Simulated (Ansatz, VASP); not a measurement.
## Two plane-wave programs on GaSnB

INCAR

```
SYSTEM = GaSnB
  PREC = Accurate
  ENCUT = 520
  EDIFF = 1E-6
  ISMEAR = 0
  SIGMA = 0.1
  LREAL = .FALSE.
  LASPH = .TRUE.
  NELM = 80
  ALGO = Normal
  ISIF = 2
  LWAVE = .FALSE.
  LCHARG = .FALSE.
  GGA = PE
  NBANDS = 39
```

Contents of KPOINTS:

```
regular mesh
0
G
  6 6 2
  0 0 0
```

The input POSCAR:

```
GaSnB
1.0
    3.7762519000      0.0000000000      0.0000000000
   -1.8881259500      3.2703300800      0.0000000000
    0.0000000000      0.0000000000      7.5030689200
Ga Sn B
2 2 2
Direct
    0.0000000000      0.0000000000      0.0000000000
    0.0000000000      0.0000000000      0.5000000000
    0.6666666700      0.3333333300      0.7500000000
    0.3333333300      0.6666666700      0.2500000000
    0.6666666700      0.3333333300      0.2500000000
    0.3333333300      0.6666666700      0.7500000000
```

Input for Ansatz:

```yaml
crystal:
  lattice:
    - [3.7762519, 0.0, 0.0]
    - [-1.88812595, 3.27033008, 0.0]
    - [0.0, 0.0, 7.50306892]
  atoms:
    - { symbol: Ga, position: [0.0, 0.0, 0.0] }
    - { symbol: Ga, position: [0.0, 0.0, 0.5] }
    - { symbol: Sn, position: [0.66666667, 0.33333333, 0.75] }
    - { symbol: Sn, position: [0.33333333, 0.66666667, 0.25] }
    - { symbol: B, position: [0.66666667, 0.33333333, 0.25] }
    - { symbol: B, position: [0.33333333, 0.66666667, 0.75] }
basis:
  ecutwfc: 420
kpoints:
  mp_grid: { grid: [6, 6, 2] }
hamiltonian:
  xc: pbe
scf:
  occupations: { method: gaussian, width: 0.1 }
  lower_state_search: "off"
output:
  forces: true
  stress: true
  eigenvalues: true
```

Change from the starting cell: species swapped into the CeHSe type (P6_3/mmc, No. 194).

Alike in both runs: task single point; functional PBE; k mesh 6 × 6 × 2; occupations gaussian, width 0.1 eV; no spin polarisation.

|  | VASP | Ansatz |
| --- | --- | --- |
| version | VASP 6.6.1 | Ansatz 0.2.0 |
| potentials or method | VASP PAW PBE potentials, release 64 (Ga_d, Sn_d, B), cutoff 520 eV | scalar-relativistic, plane waves, PAW |
| valence electrons in the cell | 60 | 60 |

|  | VASP | Ansatz | Ansatz less VASP |
| --- | --- | --- | --- |
| gap on the k mesh at the Fermi level (eV) | none | none | - |
| pressure (GPa) | 22.0 | 21.9 | -0.08 |
| traceless stress, the component that is largest in VASP (GPa) | 0.15 | 0.07 | -0.084 |

A gap of «none» marks a metal or a gap that the smearing closes.

The k mesh is coarse, so the values compare programs but aren't converged.
